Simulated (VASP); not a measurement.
# AlRu in VASP: notebook, part 2 of 2

VASP 6.6.1. The steps go on from the part before.

### 5 Single point, PBEsol

This run uses another cell than the first one, of 13.21 Å³/atom.

INCAR reads:

```
ALGO = Normal ; EDIFF = 1E-6
ENCUT = 520 ; GGA = PS
ISIF = 2 ; ISMEAR = -1
LASPH = True ; LCHARG = False
LREAL = False ; LWAVE = False
NBANDS = 16 ; NELM = 100
PREC = Accurate ; SIGMA = 0.15
```

KPOINTS reads:

```
k-points
0
Gamma
  14 14 14
```

POSCAR reads:

```
AlRu
1.0
    2.9782572985      0.0000000000      0.0000000000
    0.0000000000      2.9782572985      0.0000000000
    0.0000000000      0.0000000000      2.9782572985
Al Ru
1 1
Direct
    0.0000000000      0.0000000000      0.0000000000
    0.5000000000      0.5000000000      0.5000000000
```

Potentials or basis: VASP PAW PBE potentials, release 64 (Al, Ru_pv).

Command:

```console
> cat potpaw_PBE.64/Al/POTCAR potpaw_PBE.64/Ru_pv/POTCAR > POTCAR
> mpirun -np 1 vasp_std > vasp.out
```

OUTCAR:

```text
EDIFF = 1E-6
   ENCUT = 520
   GGA = PS
   ISIF = 2
   ISMEAR = -1
   LASPH = True
   LREAL = False
   NELM = 100
   PREC = Accurate

 ion  position               nearest neighbor table
   1  0.000  0.000  0.000-   2 2.58   2 2.58   2 2.58   2 2.58   2 2.58   2 2.58   2 2.58   2 2.58

   2  0.500  0.500  0.500-   1 2.58   1 2.58   1 2.58   1 2.58   1 2.58   1 2.58   1 2.58   1 2.58

  LATTYP: Found a simple cubic cell.
 ALAT       =     2.9782572985

[... 644 lines left out ...]

------------------------ aborting loop because EDIFF is reached ----------------------------------------

  FORCE on cell =-STRESS in cart. coord.  units (eV):
  Direction    XX          YY          ZZ          XY          YZ          ZX
  --------------------------------------------------------------------------------------
  -------------------------------------------------------------------------------------
  Total        0.0117095      0.0117095      0.0117095      0.0000000     -0.0000000      0.0000000
  in kB        0.7101723      0.7101723      0.7101723      0.0000000     -0.0000000      0.0000000
  external PRESSURE =       0.7101723 kB  Pullay stress =       0.0000000 kB

 VOLUME and BASIS-vectors are now :
 -----------------------------------------------------------------------------
  energy-cutoff  :      520.00
  volume of cell :       26.42
      direct lattice vectors                 reciprocal lattice vectors
     2.978257298  0.000000000  0.000000000     0.335766826  0.000000000  0.000000000
     0.000000000  2.978257298  0.000000000     0.000000000  0.335766826  0.000000000
     0.000000000  0.000000000  2.978257298     0.000000000  0.000000000  0.335766826

 POSITION                                       TOTAL-FORCE (eV/Angst)
 -----------------------------------------------------------------------------------
      0.00000      0.00000      0.00000         0.000000      0.000000      0.000000
      1.48913      1.48913      1.48913         0.000000      0.000000      0.000000
 -----------------------------------------------------------------------------------
    total drift:                                0.000000     -0.000000     -0.000000

  FREE ENERGIE OF THE ION-ELECTRON SYSTEM (eV)
  ---------------------------------------------------
  free  energy   TOTEN  =       -15.5746788632 eV

  energy  without entropy=      -15.4616199587  energy(sigma->0) =      -15.51814941
```

OSZICAR:

```text
N       E                     dE             d eps       ncg     rms          rms(c)
DAV:   1     0.114855699123E+03    0.11486E+03   -0.91619E+03  3920   0.989E+02
DAV:   2    -0.144545481839E+02   -0.12931E+03   -0.12303E+03  4464   0.293E+02
DAV:   3    -0.163551811616E+02   -0.19006E+01   -0.18942E+01  4960   0.371E+01
DAV:   4    -0.163689267891E+02   -0.13746E-01   -0.13728E-01  4752   0.331E+00
DAV:   5    -0.163691249735E+02   -0.19818E-03   -0.19788E-03  4760   0.379E-01    0.136E+01
DAV:   6    -0.156738653750E+02    0.69526E+00   -0.26370E+00  4200   0.176E+01    0.241E+00
DAV:   7    -0.155939895370E+02    0.79876E-01   -0.20156E-01  4088   0.503E+00    0.215E+00
DAV:   8    -0.155749296340E+02    0.19060E-01   -0.18952E-02  4560   0.101E+00    0.211E-01
DAV:   9    -0.155746934838E+02    0.23615E-03   -0.30854E-04  4776   0.141E-01    0.137E-01
DAV:  10    -0.155746803474E+02    0.13136E-04   -0.23797E-05  4384   0.519E-02    0.685E-03
DAV:  11    -0.155746792284E+02    0.11191E-05   -0.97242E-07  3728   0.109E-02    0.475E-03
DAV:  12    -0.155746788632E+02    0.36522E-06   -0.49538E-08  2224   0.251E-03
   1 F= -.15574679E+02 E0= -.15518149E+02  d E =-.113059E+00
```

stdout:

```text
POSCAR found type information on POSCAR AlRu
 POSCAR found :  2 types and       2 ions
 scaLAPACK will be used
 -----------------------------------------------------------------------------
|                                                                             |
|                                                                             |
|     You enforced a specific xc type in the INCAR file but a different       |
|     I HOPE YOU KNOW WHAT YOU ARE DOING!                                     |
|                                                                             |
 -----------------------------------------------------------------------------

 LDA part: xc-table for (Slater+PW92), standard interpolation
 POSCAR, INCAR and KPOINTS ok, starting setup
 FFT: planning ... GRIDC
 FFT: planning ... GRID_SOFT
 FFT: planning ... GRID
 WAVECAR not read
 entering main loop
```

It took 15 s on 1 thread of Intel Xeon 6975P-C (Granite Rapids), shared host; peak memory 0.17 GiB.

What came out:

```yaml
Free_energy: -15.5747 eV
Pressure: 0.1 GPa
Band_gap_on_the_k_mesh: zero (an odd number of electrons rules out a gap without spin polarisation)
```

Caveat: the PAW data sets were made with another functional, which shifts forces and pressure a little.

### 6 Single point, PBEsol

This run uses another cell than the first one, of 13.21 Å³/atom.

INCAR reads:

```
SYSTEM = AlRu
  PREC = Accurate
  ENCUT = 520
  EDIFF = 1E-6
  ISMEAR = -1
  SIGMA = 0.15
  LREAL = .FALSE.
  LASPH = .TRUE.
  NELM = 60
  ALGO = Normal
  ISIF = 2
  LWAVE = .FALSE.
  LCHARG = .FALSE.
  GGA = PS
  NBANDS = 16
```

KPOINTS reads:

```
Automatic mesh
0
G
  14 14 14
  0 0 0
```

POSCAR is that of step 5.

Potentials or basis: VASP PAW PBE potentials, release 64 (Al, Ru_pv).

Command:

```console
> cat potpaw_PBE.64/Al/POTCAR potpaw_PBE.64/Ru_pv/POTCAR > POTCAR
> mpirun -np 1 vasp_std > vasp.out
```

OUTCAR:

```text
SYSTEM = AlRu
   PREC = Accurate
   ENCUT = 520
   EDIFF = 1E-6
   ISMEAR = -1
   LREAL = .FALSE.
   LASPH = .TRUE.
   NELM = 60
   ISIF = 2
   GGA = PS

 ion  position               nearest neighbor table
   1  0.000  0.000  0.000-   2 2.58   2 2.58   2 2.58   2 2.58   2 2.58   2 2.58   2 2.58   2 2.58

   2  0.500  0.500  0.500-   1 2.58   1 2.58   1 2.58   1 2.58   1 2.58   1 2.58   1 2.58   1 2.58

  LATTYP: Found a simple cubic cell.
 ALAT       =     2.9782572985

  Lattice vectors:

 A1 = (   2.9782572985,   0.0000000000,   0.0000000000)
 A2 = (   0.0000000000,   2.9782572985,   0.0000000000)
 A3 = (   0.0000000000,   0.0000000000,   2.9782572985)

Analysis of symmetry for initial positions (statically):
=====================================================================
 Subroutine PRICEL returns:
 Original cell was already a primitive cell.

 Routine SETGRP: Setting up the symmetry group for a
 simple cubic supercell.

 Subroutine GETGRP returns: Found 48 space group operations
 (whereof 48 operations were pure point group operations)
 out of a pool of 48 trial point group operations.

The static configuration has the point symmetry O_h .
[... 160 lines left out ...]

 E-fermi :  10.8225     XC(G=0): -12.7563

 val. band max:       10.8096118887   @ k =   0.3571   0.1429   0.0000
 cond. band min:      10.8317060856   @ k =   0.4286   0.4286   0.1429
 fundamental gap:      0.0220941969
 Fermi energy:        10.8224655969

 k-point     1 :       0.0000    0.0000    0.0000
  band No.  band energies     occupation
      1     -30.9251      2.00000
      2     -30.9251      2.00000
      3     -30.9251      2.00000
      4       1.0242      2.00000
      5       7.1240      2.00000
      6       7.1240      2.00000
[... 433 lines left out ...]
      3     -30.9023      2.00000
      4       3.9060      2.00000
      5       6.7950      2.00000
      6       8.1769      2.00000
[... 8 lines left out ...]
     15      23.4713      0.00000
     16      25.2396      0.00000

 [... further k-points ...]

------------------------ aborting loop because EDIFF is reached ----------------------------------------

  FORCE on cell =-STRESS in cart. coord.  units (eV):
  Direction    XX          YY          ZZ          XY          YZ          ZX
  --------------------------------------------------------------------------------------
  -------------------------------------------------------------------------------------
  Total        0.0117095      0.0117095      0.0117095      0.0000000     -0.0000000      0.0000000
  in kB        0.7101723      0.7101723      0.7101723      0.0000000     -0.0000000      0.0000000
  external PRESSURE =       0.7101723 kB  Pullay stress =       0.0000000 kB

 VOLUME and BASIS-vectors are now :
 -----------------------------------------------------------------------------
  energy-cutoff  :      520.00
  volume of cell :       26.42
      direct lattice vectors                 reciprocal lattice vectors
     2.978257298  0.000000000  0.000000000     0.335766826  0.000000000  0.000000000
     0.000000000  2.978257298  0.000000000     0.000000000  0.335766826  0.000000000
     0.000000000  0.000000000  2.978257298     0.000000000  0.000000000  0.335766826

 POSITION                                       TOTAL-FORCE (eV/Angst)
 -----------------------------------------------------------------------------------
      0.00000      0.00000      0.00000         0.000000      0.000000      0.000000
      1.48913      1.48913      1.48913         0.000000      0.000000      0.000000
 -----------------------------------------------------------------------------------
    total drift:                                0.000000     -0.000000     -0.000000

  FREE ENERGIE OF THE ION-ELECTRON SYSTEM (eV)
  ---------------------------------------------------
  free  energy   TOTEN  =       -15.5746788632 eV

  energy  without entropy=      -15.4616199587  energy(sigma->0) =      -15.51814941
```

OSZICAR:

```text
N       E                     dE             d eps       ncg     rms          rms(c)
DAV:   1     0.114855699123E+03    0.11486E+03   -0.91619E+03  3920   0.989E+02
DAV:   2    -0.144545481839E+02   -0.12931E+03   -0.12303E+03  4464   0.293E+02
DAV:   3    -0.163551811616E+02   -0.19006E+01   -0.18942E+01  4960   0.371E+01
DAV:   4    -0.163689267891E+02   -0.13746E-01   -0.13728E-01  4752   0.331E+00
DAV:   5    -0.163691249735E+02   -0.19818E-03   -0.19788E-03  4760   0.379E-01    0.136E+01
DAV:   6    -0.156738653750E+02    0.69526E+00   -0.26370E+00  4200   0.176E+01    0.241E+00
DAV:   7    -0.155939895370E+02    0.79876E-01   -0.20156E-01  4088   0.503E+00    0.215E+00
DAV:   8    -0.155749296340E+02    0.19060E-01   -0.18952E-02  4560   0.101E+00    0.211E-01
DAV:   9    -0.155746934838E+02    0.23615E-03   -0.30854E-04  4776   0.141E-01    0.137E-01
DAV:  10    -0.155746803474E+02    0.13136E-04   -0.23797E-05  4384   0.519E-02    0.685E-03
DAV:  11    -0.155746792284E+02    0.11191E-05   -0.97242E-07  3728   0.109E-02    0.475E-03
DAV:  12    -0.155746788632E+02    0.36522E-06   -0.49538E-08  2224   0.251E-03
   1 F= -.15574679E+02 E0= -.15518149E+02  d E =-.113059E+00
```

stdout:

```text
POSCAR found type information on POSCAR AlRu
 POSCAR found :  2 types and       2 ions
 scaLAPACK will be used
 -----------------------------------------------------------------------------
|                                                                             |
|                                                                             |
|     You enforced a specific xc type in the INCAR file but a different       |
|     I HOPE YOU KNOW WHAT YOU ARE DOING!                                     |
|                                                                             |
 -----------------------------------------------------------------------------

 LDA part: xc-table for (Slater+PW92), standard interpolation
 POSCAR, INCAR and KPOINTS ok, starting setup
 FFT: planning ... GRIDC
 FFT: planning ... GRID_SOFT
 FFT: planning ... GRID
 WAVECAR not read
 entering main loop
```

Run time: 14 s. Hardware: 1 thread of Intel Xeon 6975P-C (Granite Rapids), shared host; peak memory 0.17 GiB.

What came out:

```
Free energy            : -15.5747 eV
Pressure               : 0.1 GPa
Band gap on the k mesh : zero (an odd number of electrons rules out a gap without spin polarisation)
```

Caveat: the PAW data sets were made with another functional, which shifts forces and pressure a little.

### 7 Overview

```csv
cell,k mesh,smearing,gap on the mesh (eV),pressure (GPa),largest force (eV/Å)
"a = 2.992 Å, 2 atoms, atomic positions A",12 × 12 × 12,gaussian 0.1 eV,none,-2.7,0.70
"a = 3.100, b = 3.082, c = 3.072 Å, angles 90.4, 90.4, 90.2°, 2 atoms, atomic positions B",12 × 12 × 12,gaussian 0.1 eV,none,-18.4,0.32
"a = 2.958 Å, 2 atoms, atomic positions C",14 × 14 × 14,fermi-dirac 0.15 eV,none,4.7,-
"a = 2.978 Å, 2 atoms, atomic positions C",14 × 14 × 14,fermi-dirac 0.15 eV,none,0.1,-
```

Alike in all rows: task single point; level PBEsol; potentials or basis VASP PAW PBE potentials, release 64 (Al, Ru_pv); no spin polarisation; cutoff (eV) 520.

Caveats: the PAW data sets were made with another functional, which shifts forces and pressure a little; the cell stands under tension (at least some runs); the cell stands under pressure (at least some runs).

Total energies depend on the potentials used, so only differences within one code and one set of settings carry meaning.
